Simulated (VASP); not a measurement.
A run of VASP 6.6.1:

The input INCAR:

```
SYSTEM = Ti2B2Os
PREC = Accurate
ENCUT = 560
EDIFF = 1E-6
ISMEAR = 0
SIGMA = 0.1
LREAL = .False.
LASPH = .True.
NELM = 120
ALGO = Normal
ISIF = 2
LWAVE = .False.
LCHARG = .True.
GGA = PE
LELF = .True.
LVHAR = .True.
NBANDS = 31
GGA_COMPAT = .False.
```

KPOINTS

```
Automatic mesh
0
Gamma
  6 6 4
  0 0 0
```

File POSCAR:

```
Ti2B2Os
1.0
    3.9868821220     -0.0000000026      0.0000000000
   -1.9934410588      3.4527412008      0.0000000000
    0.0000000000      0.0000000000      4.7031442231
Ti B Os
2 2 1
Direct
    0.6666666667      0.3333333333      0.0000000000
    0.6666666667      0.3333333333      0.5000000000
    0.0000000000      0.0000000000      0.3030368224
    0.0000000000      0.0000000000      0.6969631776
    0.3333333333      0.6666666667      0.0000000000
```

Potentials or basis: VASP PAW PBE potentials, release 64 (Ti_sv, B, Os_sv_GW).

Command:

```bash
$ cat potpaw_PBE.64/Ti_sv/POTCAR potpaw_PBE.64/B/POTCAR potpaw_PBE.64/Os_sv_GW/POTCAR > POTCAR
$ mpirun -np 1 vasp_std > vasp.out
```

Hardware: 1 thread of Intel(R) Xeon(R) Platinum 8259CL CPU @ 2.50GHz (Skylake/Cascade Lake), on a shared host.

**Question.** Estimate the wall time of this run.

**Answer.** It took 56 s on 1 thread of Intel(R) Xeon(R) Platinum 8259CL CPU @ 2.50GHz (Skylake/Cascade Lake) (shared host), peak memory 0.22 GiB. Counts: scf iterations 18, k points 21.
